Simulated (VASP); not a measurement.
Co, 2 atoms in the cell. Symmetry: P-3m1, No. 164, trigonal system. The conventional cell has a = 2.487 Å, b = 2.487 Å, c = 4.063 Å, α = 90.00°, β = 90.00°, γ = 120.00°. Co (site symmetry 3m) has 12 Co at 2.42 to 2.55 Å within 3.2 Å. 

| Property | Result |
| --- | --- |
| Program | VASP 6.6.1 |
| Task | vibrations by perturbation theory |
| Functional | PBEsol |
| Potentials or basis | VASP PAW PBE potentials, release 64 (Co) |
| Cutoff | 520 eV |
| k mesh | 10 × 10 × 6 |
| Occupations | fermi-dirac, width 0.05 eV |
| Spin | collinear spin, ferromagnetic start |
| Starting moments | [2.0, 2.0] μB |
| Dipole correction | no |
| Further INCAR settings | ALGO = Fast; EDIFF = 1e-08; IBRION = 8; NSW = 1 |

Potentials or basis: VASP PAW PBE potentials, release 64 (Co).

Run with:

```sh
$ cat potpaw_PBE.64/Co/POTCAR > POTCAR
$ mpirun -np 1 vasp_std > vasp.out
```

Hardware: 1 thread of Intel(R) Xeon(R) Platinum 8375C CPU @ 2.90GHz (Ice Lake) (shared host).

Q: How long does it take, and how much memory?

A: It took 6.1 min on 1 thread of Intel(R) Xeon(R) Platinum 8375C CPU @ 2.90GHz (Ice Lake), with other jobs on the host, peak memory 0.43 GiB. Counts: scf iterations 59, k points 72.
